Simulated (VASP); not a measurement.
Input of a VASP 6.6.1 run:

The input INCAR:

```
SYSTEM = Cs2ScF6
  ALGO = Normal
  EDIFF = 1E-6
  ENCUT = 520
  GGA = PE
  ISIF = 2
  ISMEAR = -1
  LASPH = .True.
  LCHARG = .False.
  LREAL = .False.
  LWAVE = .False.
  NBANDS = 46
  NELM = 100
  PREC = Accurate
  SIGMA = 0.1
```

File KPOINTS:

```
k-points
0
Gamma
  3 3 4
  0 0 0
```

The input POSCAR:

```
Cs2ScF6
1.0
    3.2189480000      5.5753800000      0.0000000000
   -3.2189480000      5.5753800000      0.0000000000
    0.0000000000      0.0000000000      5.0374780000
Sc Cs F
1 2 6
Direct
    0.0000000000      0.0000000000      0.0000000000
    0.3333000000      0.3334000000      0.6920000000
    0.6667000000      0.6666000000      0.3080000000
    0.1600000000      0.6800000000      0.1980000000
    0.1600000000      0.1600000000      0.1980000000
    0.6800000000      0.1600000000      0.1980000000
    0.8400000000      0.3200000000      0.8020000000
    0.3200000000      0.8400000000      0.8020000000
    0.8400000000      0.8400000000      0.8020000000
```

Potentials or basis: VASP PAW PBE potentials, release 64 (Sc_sv, Cs_sv, F).

Launch:

```sh
$ cat potpaw_PBE.64/Sc_sv/POTCAR potpaw_PBE.64/Cs_sv/POTCAR potpaw_PBE.64/F/POTCAR > POTCAR
$ mpirun -np 1 vasp_std > vasp.out
```

Estimate the band gap on the k mesh.

zero (an odd number of electrons rules out a gap without spin polarisation).

What does it give for the pressure?

0.3 GPa.

Estimate the largest force.

0.338 eV/Å.

Forces in eV/Å, atoms in the order of the input:
```
Sc   0.000  0.000  0.000
Cs   0.001  0.000  0.063
Cs  -0.001  0.000 -0.063
F   -0.187  0.108  0.260
F    0.000 -0.217  0.260
F    0.188  0.108  0.260
F    0.187 -0.108 -0.260
F   -0.188 -0.108 -0.260
F    0.000  0.217 -0.260
```

Caveat: the k points lie up to 0.38 Å⁻¹ apart, too coarse for converged energies and pressures of a metal; spin-orbit coupling is left out, which moves the levels of the heavy elements; an odd number of electrons without spin polarisation forces a metal; a magnetic or distorted state may lie lower.
